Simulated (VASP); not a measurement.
A run of VASP 6.6.1 is set up as follows.

The input POSCAR:

```
ZrO2
1.0
    0.0000000000      2.5956078574      2.5956078574
    2.5956078574      0.0000000000      2.5956078574
    2.5956078574      2.5956078574      0.0000000000
Zr O
1 2
Direct
    0.0000000000      0.0000000000      0.0000000000
    0.2500000000      0.2500000000      0.2500000000
    0.7500000000      0.7500000000      0.7500000000
```

Contents of INCAR.step1:

```
SYSTEM = ZrO2
PREC = Accurate
ENCUT = 520
EDIFF = 1E-5
ISMEAR = 0
SIGMA = 0.01
LREAL = .FALSE.
LASPH = .TRUE.
NELM = 120
ALGO = Normal
ISIF = 2
LWAVE = .TRUE.
LCHARG = .FALSE.
NBANDS = 19
GGA = PE
GGA_COMPAT = .FALSE.
```

The input INCAR.step2:

```
SYSTEM = ZrO2
PREC = Accurate
ENCUT = 520
EDIFF = 1E-6
ISMEAR = 0
SIGMA = 0.01
LREAL = .FALSE.
LASPH = .TRUE.
NELM = 120
ALGO = Normal
ISIF = 2
LWAVE = .FALSE.
LCHARG = .FALSE.
GGA = PE
LHFCALC = .TRUE.
HFSCREEN = 0.2079
PRECFOCK = Normal
NBANDS = 19
ISTART = 1
GGA_COMPAT = .FALSE.
```

Contents of KPOINTS:

```
Automatic mesh
0
G
  6 6 6
  0 0 0
```

Potentials or basis: VASP PAW PBE potentials, release 64 (Zr_sv, O).

Command:

```sh
$ cat potpaw_PBE.64/Zr_sv/POTCAR potpaw_PBE.64/O/POTCAR > POTCAR
$ cp INCAR.step1 INCAR
$ mpirun -np 1 vasp_std > vasp.out
$ cp INCAR.step2 INCAR
$ mpirun -np 1 vasp_std > vasp.out
```

Task: What does it give for the band gap on the k mesh?

Result: 4.77 eV (least direct gap 5.12 eV).

Task: Predict the pressure.

Result: -15.8 GPa.

Caveat: the cell differs from its parent crystal (strain +2.0%); the cell stands under tension; the PAW data sets were made with another functional, which shifts forces and pressure a little. A k mesh can miss the band edges.
